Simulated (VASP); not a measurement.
Ru: single point with PBEsol

The system is Ru.

```
Ru
1.0
     2.68968    0.00000    0.00000
    -1.34484    2.32934    0.00000
     0.00000    0.00000    4.25238
Ru
2
Direct
  0.33333 0.66667 0.25000
  0.66667 0.33333 0.75000
```

```json
{
  "Program": "VASP 6.6.1",
  "Task": "single point",
  "Functional": "PBEsol",
  "Potentials or basis": "VASP PAW PBE potentials, release 64 (Ru_pv)",
  "Cutoff": "520 eV",
  "k mesh": "18 × 18 × 10",
  "Occupations": "gaussian, width 0.1 eV",
  "Spin": "no spin polarisation",
  "Dipole correction": "no",
  "Further INCAR settings": "ALGO = Normal; EDIFF = 1e-07; NBANDS = 21"
}
```

```
Pressure               : -0.1 GPa
Band gap on the k mesh : zero (band 14 reaches 14.57 eV, above the bottom of band 15 at 11.36 eV)
```

Levels at points of the mesh, in eV from the Fermi level:
```tsv
k point	band 11	band 12	band 13	band 14	band 15	band 16	band 17	band 18
(0.00, 0.00, 0.00)	-2.48	-1.97	-1.97	-1.43	-1.43	1.24	1.24	1.27
(0.50, 0.00, 0.00)	-2.12	-1.86	-1.56	1.49	1.93	2.01	4.17	6.24
(0.00, 0.00, 0.50)	-2.85	-2.85	-2.79	-2.79	0.58	0.58	0.58	0.58
(0.50, 0.00, 0.50)	-1.09	-1.09	0.45	0.45	1.76	1.76	3.45	3.45
```

Wall time 92 s on 1 thread of Intel(R) Xeon(R) Platinum 8259CL CPU @ 2.50GHz (Skylake/Cascade Lake), on a shared host, peak memory 0.21 GiB.

Caveat: the PAW data sets were made with another functional, which shifts forces and pressure a little.
